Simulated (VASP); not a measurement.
# CdTe (scanat) (F-43m) in VASP: single point with r2SCAN

Aim: the single point of CdTe (scanat) with r2SCAN.

Everything below comes from runs of VASP 6.6.1. Logs are shortened: lines on timing, memory, paths and dates and some standing lists are left out, and cuts for length are marked.

## (1) The cell of the first run

It takes space group F-43m (No. 216, cubic). Conventional cell: a = 6.490 Å, b = 6.490 Å, c = 6.490 Å, α = 90.00°, β = 90.00°, γ = 90.00°. Within 3.7 Å of Cd (site symmetry -43m) lie 4 Te at 2.81 Å. Te (site symmetry -43m) has 4 Cd at 2.81 Å within 3.7 Å.

## (2) Single point, r2SCAN

File POSCAR:

```
CdTe
1.0
    0.0000000000      3.2448056010      3.2448056010
    3.2448056010      0.0000000000      3.2448056010
    3.2448056010      3.2448056010      0.0000000000
Cd Te
1 1
Direct
    0.0000000000      0.0000000000      0.0000000000
    0.2500000000      0.2500000000      0.2500000000
```

File INCAR.step1:

```
ALGO = Normal
EDIFF = 1E-5
ENCUT = 550
GGA = PE
GGA_COMPAT = False
ISMEAR = 0
LASPH = True
LCHARG = False
LREAL = False
LWAVE = True
NBANDS = 16
NELM = 120
PREC = Accurate
SIGMA = 0.02
```

File INCAR.step2:

```
ALGO = Normal
EDIFF = 1E-6
ENCUT = 550
GGA_COMPAT = False
ISIF = 2
ISMEAR = 0
ISTART = 1
LASPH = True
LCHARG = False
LMIXTAU = True
LREAL = False
LWAVE = False
METAGGA = R2SCAN
NBANDS = 16
NELM = 120
PREC = Accurate
SIGMA = 0.02
```

File KPOINTS:

```
k-points
0
Gamma
  8 8 8
```

Potentials or basis: VASP PAW PBE potentials, release 64 (Cd, Te).

Started as:

```bash
$ cat potpaw_PBE.64/Cd/POTCAR potpaw_PBE.64/Te/POTCAR > POTCAR
$ cp INCAR.step1 INCAR
$ mpirun -np 1 vasp_std > vasp.out
$ cp INCAR.step2 INCAR
$ mpirun -np 1 vasp_std > vasp.out
```

OUTCAR:

```text
EDIFF = 1E-6
   ENCUT = 550
   ISIF = 2
   ISMEAR = 0
   ISTART = 1
   LASPH = True
   LREAL = False
   METAGGA = R2SCAN
   NELM = 120
   PREC = Accurate

 ion  position               nearest neighbor table
   1  0.000  0.000  0.000-   2 2.81   2 2.81   2 2.81   2 2.81
   2  0.250  0.250  0.250-   1 2.81   1 2.81   1 2.81   1 2.81

  LATTYP: Found a face centered cubic cell.
 ALAT       =     6.4896112020

  Lattice vectors:

 A1 = (   0.0000000000,   3.2448056010,   3.2448056010)
 A2 = (   3.2448056010,   0.0000000000,   3.2448056010)
 A3 = (   3.2448056010,   3.2448056010,   0.0000000000)

Analysis of symmetry for initial positions (statically):
=====================================================================
 Subroutine PRICEL returns:
 Original cell was already a primitive cell.

 Routine SETGRP: Setting up the symmetry group for a
 face centered cubic supercell.

 Subroutine GETGRP returns: Found 24 space group operations
 (whereof 24 operations were pure point group operations)
 out of a pool of 48 trial point group operations.

The static configuration has the point symmetry T_d .

Analysis of symmetry for dynamics (positions and initial velocities):
=====================================================================
 Subroutine PRICEL returns:
 Original cell was already a primitive cell.

 Routine SETGRP: Setting up the symmetry group for a
 face centered cubic supercell.

 Subroutine GETGRP returns: Found 24 space group operations
 (whereof 24 operations were pure point group operations)
 out of a pool of 48 trial point group operations.

The dynamic configuration has the point symmetry T_d .

 Subroutine INISYM returns: Found 24 space group operations
 (whereof 24 operations are pure point group operations),
 and found     1 'primitive' translations

----------------------------------------------------------------------------------------

                                     Primitive cell

  volume of cell :      68.3276

  direct lattice vectors                    reciprocal lattice vectors
     0.000000000  3.244805601  3.244805601    -0.154092436  0.154092436  0.154092436
     3.244805601  0.000000000  3.244805601     0.154092436 -0.154092436  0.154092436
     3.244805601  3.244805601  0.000000000     0.154092436  0.154092436 -0.154092436

  length of vectors
     4.588848088  4.588848088  4.588848088     0.266895929  0.266895929  0.266895929

  position of ions in fractional coordinates (direct lattice)
     0.000000000  0.000000000  0.000000000
     0.250000000  0.250000000  0.250000000

  ion indices of the primitive-cell ions
   primitive index   ion index
                 1           1
                 2           2

----------------------------------------------------------------------------------------

 KPOINTS: k-points

Automatic generation of k-mesh.
 Grid dimensions read from file:
 generate k-points for:    8    8    8

 Generating k-lattice:

  Cartesian coordinates                     Fractional coordinates (reciprocal lattice)
    -0.019261555  0.019261555  0.019261555     0.125000000  0.000000000  0.000000000
     0.019261555 -0.019261555  0.019261555     0.000000000  0.125000000  0.000000000
     0.019261555  0.019261555 -0.019261555     0.000000000  0.000000000  0.125000000

  Length of vectors
     0.033361991  0.033361991  0.033361991

  Shift w.r.t. Gamma in fractional coordinates (k-lattice)
     0.000000000  0.000000000  0.000000000

 Subroutine IBZKPT returns following result:
 ===========================================

 Found     29 irreducible k-points:

 Following reciprocal coordinates:
            Coordinates               Weight
  0.000000  0.000000  0.000000      1.000000
  0.125000  0.000000  0.000000      8.000000
  0.250000  0.000000  0.000000      8.000000
  0.375000  0.000000  0.000000      8.000000
  0.500000  0.000000  0.000000      4.000000
  0.125000  0.125000  0.000000      6.000000
[... 16 lines left out ...]
  0.500000  0.250000  0.125000     48.000000
 -0.375000  0.250000  0.125000     24.000000
 [... further k-points ...]
   k-points           NKPTS =     29   k-points in BZ     NKDIM =     29   number of bands    NBANDS=     16
   number of dos      NEDOS =    301   number of ions     NIONS =      2
   total plane-waves  NPLWV =  46656
   dimension x,y,z NGX =    36 NGY =   36 NGZ =   36
   dimension x,y,z NGXF=    72 NGYF=   72 NGZF=   72
   ions per type =               1   1
   NGX,Y,Z   is equivalent  to a cutoff of  13.04, 13.04, 13.04 a.u.
   NGXF,Y,Z  is equivalent  to a cutoff of  26.08, 26.08, 26.08 a.u.
 SYSTEM =  unknown system
   PREC   = accura    normal or accurate (medium, high low for compatibility)
   ISTART =      1    job   : 0-new  1-cont  2-samecut
   ICHARG =      0    charge: 1-file 2-atom 10-const
   ISPIN  =      1    spin polarized calculation?
   LNONCOLLINEAR =      F non collinear calculations
   LSORBIT =      F    spin-orbit coupling
   LASPH  =      T    aspherical Exc in radial PAW
   ENCUT  =  550.0 eV  40.42 Ry    6.36 a.u.   8.77  8.77  8.77*2*pi/ulx,y,z
   NELM   =    120;   NELMIN=  2; NELMDL=  0     # of ELM steps
   EDIFF  = 0.1E-05   stopping-criterion for ELM
   LREAL  =      F    real-space projection
   EDIFFG = 0.1E-04   stopping-criterion for IOM
   NSW    =      0    number of steps for IOM
   IBRION =     -1    ionic relax: 0-MD 1-quasi-New 2-CG
   NFREE  =      0    steps in history (QN), initial steepest desc. (CG)
   ISIF   =      2    stress and relaxation
   ISYM   =      2    0-nonsym 1-usesym 2-fastsym
   POTIM  = 0.5000    time-step for ionic-motion
   TEBEG  =    0.0;   TEEND  =   0.0 temperature during run
   PSTRESS=    0.0 pullay stress
   NELECT =      18.0000    total number of electrons
   NUPDOWN=      -1.0000    fix difference up-down
   EMIN   =  10.00;   EMAX   =-10.00  energy-range for DOS
   EFERMI =   0.00;   METHOD = LEGACY
   ISMEAR =     0;   SIGMA  =   0.02  broadening in eV -4-tet -1-fermi 0-gaus
   EFERMI_NEDOS =   21; number of points for ismear=-14 and -15
   IALGO  =     38    algorithm
   IMIX   =      4    mixing-type and parameters
     AMIX     =   0.40;   BMIX     =  1.00
     AMIX_MAG =   1.60;   BMIX_MAG =  1.00
  volume/ion in A,a.u.               =      34.16       230.55
  Fermi-wavevector in a.u.,A,eV,Ry     =   1.049463  1.983197 14.985074  1.101372
  Thomas-Fermi vector in A             =   2.184426
   LORBIT       =      0    0 simple, 1 ext, 2 COOP (PROOUT), +10 PAW based schemes
   METAGGA = R2SCAN    functional components
   LHFCALC =     F    Hartree Fock is set to
   AEXX    =    0.0000 exact exchange contribution
   IVDW    =     0    specifies the selected vdW correction
   LEPSILON=     F    determine dielectric tensor
   LRPA    =     F    only Hartree local field effects (RPA)
 non-spin polarized calculation
 Gauss-broadening in eV      SIGMA  =   0.02
  energy-cutoff  :      550.00
  volume of cell :       68.33
 maximum number of plane-waves:      2018
   NGX = 17   NGY = 17   NGZ = 17

 number of electron      17.9999997 magnetization

 Free energy of the ion-electron system (eV)
  ---------------------------------------------------
  ext. energy  EPLUGINS =         0.00000000
  ---------------------------------------------------
  free energy    TOTEN  =       -46.63484292 eV

  energy without entropy =      -46.63484292  energy(sigma->0) =      -46.63484292

 E-fermi :   2.2012     XC(G=0):  -9.0858

 val. band max:        2.0642526273   @ k =   0.0000   0.0000   0.0000
 cond. band min:       3.3247075852   @ k =   0.0000   0.0000   0.0000
 fundamental gap:      1.2604549580
 Fermi energy:         2.2012050509

 k-point     1 :       0.0000    0.0000    0.0000
  band No.  band energies     occupation
      1      -9.4407      2.00000
      2      -6.4827      2.00000
      3      -6.4827      2.00000
      4      -6.4827      2.00000
      5      -6.2009      2.00000
      6      -6.2009      2.00000
[... 8 lines left out ...]
     15      11.8878      0.00000
     16      11.8878      0.00000

 k-point     2 :       0.1250    0.0000    0.0000
  band No.  band energies     occupation
      1      -9.3808      2.00000
      2      -6.4711      2.00000
      3      -6.4711      2.00000
      4      -6.4332      2.00000
      5      -6.2017      2.00000
      6      -6.2017      2.00000
[... 8 lines left out ...]
     15      11.1642      0.00000
     16      11.1642      0.00000

 k-point     3 :       0.2500    0.0000    0.0000
  band No.  band energies     occupation
      1      -9.2360      2.00000
      2      -6.4449      2.00000
      3      -6.4449      2.00000
      4      -6.2685      2.00000
      5      -6.2011      2.00000
      6      -6.2011      2.00000
[... 8 lines left out ...]
     15      10.9636      0.00000
     16      10.9636      0.00000

 k-point     4 :       0.3750    0.0000    0.0000
  band No.  band energies     occupation
      1      -9.0931      2.00000
      2      -6.4227      2.00000
      3      -6.4227      2.00000
      4      -6.1957      2.00000
      5      -6.1957      2.00000
      6      -5.9986      2.00000
[... 8 lines left out ...]
     15      11.8256      0.00000
     16      11.8256      0.00000

 k-point     5 :       0.5000    0.0000    0.0000
  band No.  band energies     occupation
      1      -9.0353      2.00000
      2      -6.4150      2.00000
      3      -6.4149      2.00000
      4      -6.1918      2.00000
      5      -6.1918      2.00000
      6      -5.8297      2.00000
[... 8 lines left out ...]
     15      12.9504      0.00000
     16      12.9504      0.00000

 k-point     6 :       0.1250    0.1250    0.0000
  band No.  band energies     occupation
      1      -9.3610      2.00000
      2      -6.4598      2.00000
      3      -6.4598      2.00000
      4      -6.4321      2.00000
      5      -6.2071      2.00000
      6      -6.1962      2.00000
[... 8 lines left out ...]
     15      11.1422      0.00000
     16      12.0301      0.00000

 k-point     7 :       0.2500    0.1250    0.0000
  band No.  band energies     occupation
      1      -9.2448      2.00000
      2      -6.4403      2.00000
      3      -6.4324      2.00000
      4      -6.3173      2.00000
      5      -6.2029      2.00000
      6      -6.1922      2.00000
[... 8 lines left out ...]
     15      11.8339      0.00000
     16      11.9328      0.00000

 k-point     8 :       0.3750    0.1250    0.0000
  band No.  band energies     occupation
      1      -9.1022      2.00000
      2      -6.4190      2.00000
      3      -6.4079      2.00000
      4      -6.2245      2.00000
      5      -6.1887      2.00000
      6      -6.0458      2.00000
[... 8 lines left out ...]
     15      11.7682      0.00000
     16      12.3992      0.00000

 k-point     9 :       0.5000    0.1250    0.0000
  band No.  band energies     occupation
      1      -9.0177      2.00000
      2      -6.4062      2.00000
      3      -6.3990      2.00000
      4      -6.2067      2.00000
      5      -6.1900      2.00000
      6      -5.8153      2.00000
[... 8 lines left out ...]
     15      12.5111      0.00000
     16      12.9905      0.00000
[... 172 lines left out ...]
 k-point    19 :       0.5000    0.3750    0.0000
  band No.  band energies     occupation
      1      -8.9310      2.00000
      2      -6.3400      2.00000
      3      -6.3245      2.00000
      4      -6.2804      2.00000
      5      -6.1746      2.00000
      6      -5.7117      2.00000
[... 8 lines left out ...]
     15      13.3755      0.00000
     16      14.1724      0.00000

 k-point    20 :      -0.3750    0.3750    0.0000
  band No.  band energies     occupation
      1      -8.9242      2.00000
      2      -6.3595      2.00000
      3      -6.3366      2.00000
      4      -6.2486      2.00000
      5      -6.1863      2.00000
      6      -5.6352      2.00000
[... 8 lines left out ...]
     15      12.2145      0.00000
     16      15.0794      0.00000

 k-point    21 :       0.5000    0.5000    0.0000
  band No.  band energies     occupation
      1      -8.9127      2.00000
      2      -6.3105      2.00000
      3      -6.3105      2.00000
      4      -6.3072      2.00000
      5      -6.1689      2.00000
      6      -5.6793      2.00000
[... 8 lines left out ...]
     15      13.3990      0.00000
     16      14.1867      0.00000

 k-point    22 :       0.3750    0.2500    0.1250
  band No.  band energies     occupation
      1      -9.1304      2.00000
      2      -6.4153      2.00000
      3      -6.4022      2.00000
      4      -6.2508      2.00000
      5      -6.1908      2.00000
      6      -6.1114      2.00000
[... 8 lines left out ...]
     15      12.4167      0.00000
     16      13.0717      0.00000

 k-point    23 :       0.5000    0.2500    0.1250
  band No.  band energies     occupation
      1      -9.0192      2.00000
      2      -6.3934      2.00000
      3      -6.3832      2.00000
      4      -6.2290      2.00000
      5      -6.1906      2.00000
      6      -5.8743      2.00000
[... 8 lines left out ...]
     15      12.6340      0.00000
     16      13.3150      0.00000

 k-point    24 :      -0.3750    0.2500    0.1250
  band No.  band energies     occupation
      1      -8.9745      2.00000
      2      -6.3869      2.00000
      3      -6.3758      2.00000
      4      -6.2167      2.00000
      5      -6.1951      2.00000
      6      -5.7297      2.00000
[... 8 lines left out ...]
     15      12.6885      0.00000
     16      13.3067      0.00000

 [... further k-points ...]

------------------------ aborting loop because EDIFF is reached ----------------------------------------

  FORCE on cell =-STRESS in cart. coord.  units (eV):
  Direction    XX          YY          ZZ          XY          YZ          ZX
  --------------------------------------------------------------------------------------
  -------------------------------------------------------------------------------------
  Total        0.6256869      0.6256869      0.6256869      0.0000000      0.0000000      0.0000000
  in kB       14.6714005     14.6714005     14.6714005      0.0000000      0.0000000      0.0000000
  external PRESSURE =      14.6714005 kB  Pullay stress =       0.0000000 kB

 VOLUME and BASIS-vectors are now :
 -----------------------------------------------------------------------------
  energy-cutoff  :      550.00
  volume of cell :       68.33
      direct lattice vectors                 reciprocal lattice vectors
     0.000000000  3.244805601  3.244805601    -0.154092436  0.154092436  0.154092436
     3.244805601  0.000000000  3.244805601     0.154092436 -0.154092436  0.154092436
     3.244805601  3.244805601  0.000000000     0.154092436  0.154092436 -0.154092436

 POSITION                                       TOTAL-FORCE (eV/Angst)
 -----------------------------------------------------------------------------------
      0.00000      0.00000      0.00000        -0.000000      0.000000      0.000000
      1.62240      1.62240      1.62240         0.000000     -0.000000     -0.000000
 -----------------------------------------------------------------------------------
    total drift:                                0.000000      0.000000      0.000000

  FREE ENERGIE OF THE ION-ELECTRON SYSTEM (eV)
  ---------------------------------------------------
  free  energy   TOTEN  =       -46.6348429209 eV

  energy  without entropy=      -46.6348429209  energy(sigma->0) =      -46.63484292
```

Run time: 3 min. Hardware: 1 thread of Intel Xeon 8259CL, shared host; peak memory 0.23 GiB.

What came out:

```yaml
Free_energy: -46.6348 eV
Pressure: 1.5 GPa
Band_gap_on_the_k_mesh: 1.26 eV, direct
```

Caveat: the PAW data sets were made with another functional, which shifts forces and pressure a little; spin-orbit coupling is left out, which moves the levels of the heavy elements. r2SCAN opens gaps a little over a GGA but as a rule still falls short of measured ones.
